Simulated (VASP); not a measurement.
A run of VASP 6.6.1 is set up as follows.

Contents of INCAR:

```
PREC = Accurate ; ENCUT = 520
EDIFF = 1E-6 ; ISMEAR = 1
SIGMA = 0.1 ; LREAL = False
LASPH = True ; NELM = 60
ALGO = Normal ; ISIF = 2
LWAVE = False ; LCHARG = True
GGA = PS ; LELF = True
LVHAR = True ; NBANDS = 48
```

KPOINTS

```
Automatic mesh
0
Gamma
  5 5 8
```

Contents of POSCAR:

```
YAlCu
1.0
    7.0290326906      0.0000002891      0.0000000000
   -3.5145165956      6.0873207296      0.0000000000
    0.0000000000      0.0000000000      3.9938917639
Y Al Cu
3 3 3
Direct
    0.0000000000      0.4137815371      0.5000000000
    0.5862184629      0.5862184629      0.5000000000
    0.4137815371      0.0000000000      0.5000000000
    0.0000000000      0.7645305855      0.0000000000
    0.2354694145      0.2354694145      0.0000000000
    0.7645305855      0.0000000000      0.0000000000
    0.3333333333      0.6666666667      0.0000000000
    0.6666666667      0.3333333333      0.0000000000
    0.0000000000      0.0000000000      0.5000000000
```

Potentials or basis: VASP PAW PBE potentials, release 64 (Y_sv, Al, Cu).

Command:

```bash
$ cat potpaw_PBE.64/Y_sv/POTCAR potpaw_PBE.64/Al/POTCAR potpaw_PBE.64/Cu/POTCAR > POTCAR
$ mpirun -np 1 vasp_std > vasp.out
```

**Question.** Estimate the largest force.

**Answer.** 0.004 eV/Å.

**Question.** What does it give for the pressure?

**Answer.** -2.0 GPa.

Forces in eV/Å, atoms in the order of the input:
```
Y   -0.002  0.003  0.000
Y   -0.002 -0.003  0.000
Y    0.004  0.000  0.000
Al  -0.001  0.002  0.000
Al  -0.001 -0.002  0.000
Al   0.002  0.000  0.000
Cu   0.000  0.000  0.000
Cu   0.000  0.000  0.000
Cu   0.000  0.000  0.000
```

Caveat: the PAW data sets were made with another functional, which shifts forces and pressure a little.
